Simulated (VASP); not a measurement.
Set up this calculation in VASP 6.6.1, as the native input.

| Item | Value |
| --- | --- |
| Task | single point |
| Functional | LDA |
| Potentials or basis | VASP PAW LDA potentials, release 64 (Ca_sv) |
| Cutoff | 520 eV |
| k mesh | 5 × 5 × 5 |
| Occupations | fermi-dirac, width 0.1 eV |
| Spin | no spin polarisation |
| Dipole correction | no |
| Further INCAR settings | ALGO = Normal; EDIFF = 1e-07; NBANDS = 11 |

The structure of Ca lies in POSCAR:

```
Ca
1.0
    3.3711700013      0.0000000000      0.0000000000
    0.0000000000      3.3711700013      0.0000000000
    0.0000000000      0.0000000000      3.3711700013
Ca
1
Direct
    0.0000000000      0.0000000000      0.0000000000
```

One way to write it, as run:

INCAR

```
ALGO = Normal ; EDIFF = 1E-7
ENCUT = 520 ; ISIF = 2
ISMEAR = -1 ; LASPH = T
LCHARG = F ; LREAL = F
LWAVE = F ; NBANDS = 11
NELM = 80 ; PREC = Accurate
SIGMA = 0.1
```

KPOINTS

```
k-points
0
Gamma
  5 5 5
```

Potentials or basis: VASP PAW LDA potentials, release 64 (Ca_sv).

Launch:

```console
$ cat potpaw_LDA.64/Ca_sv/POTCAR > POTCAR
$ mpirun -np 1 vasp_std > vasp.out
```

Results of the run:

```json
{"Pressure": "-0.2 GPa", "Band gap on the k mesh": "zero (band 5 reaches 2.31 eV, above the bottom of band 6 at 2.29 eV)"}
```

Caveat: the k points lie up to 0.37 Å⁻¹ apart.

Run time: 6.4 s on 1 thread of Intel Xeon 8259CL (shared host), peak memory 0.13 GiB.
